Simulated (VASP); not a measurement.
Write the native input for VASP 6.6.1 that does the following.

```
Task                   : single point
Functional             : PBE
Potentials or basis    : VASP PAW PBE potentials, release 64 (Zn, Se)
Cutoff                 : 520 eV
k mesh                 : 8 × 8 × 8
Occupations            : fermi-dirac, width 0.03 eV
Spin                   : no spin polarisation
Dipole correction      : no
Further INCAR settings : ALGO = Normal; EDIFF = 1e-07; NBANDS = 16
```

The structure of ZnSe lies in POSCAR:

```
ZnSe
1.0
    0.0000000000      2.7771240000      2.8338000000
    2.7771240000      0.0000000000      2.8338000000
    2.7771240000      2.7771240000      0.0000000000
Zn Se
1 1
Direct
    0.0000000000      0.0000000000      0.0000000000
    0.7500000000      0.7500000000      0.7500000000
```

This cell differs from its parent crystal: equal xx and yy strain of -2 %.

These files were run (other wordings do the same):

INCAR

```
PREC = Accurate
ENCUT = 520
EDIFF = 1E-7
ISMEAR = -1
SIGMA = 0.03
LREAL = False
LASPH = True
NELM = 80
ALGO = Normal
ISIF = 2
LWAVE = False
LCHARG = False
GGA = PE
NBANDS = 16
```

KPOINTS

```
regular mesh
0
Gamma
  8 8 8
```

Potentials or basis: VASP PAW PBE potentials, release 64 (Zn, Se).

Launch:

```bash
$ cat potpaw_PBE.64/Zn/POTCAR potpaw_PBE.64/Se/POTCAR > POTCAR
$ mpirun -np 1 vasp_std > vasp.out
```

It gave:

The pressure is 5.3 GPa and the band gap on the k mesh is 1.43 eV, direct.

Caveat: the cell differs from its parent crystal (equal xx and yy strain of -2 %).

It took 29 s on 1 thread of Intel(R) Xeon(R) 6975P-C (Granite Rapids), on a shared host, peak memory 0.19 GiB.
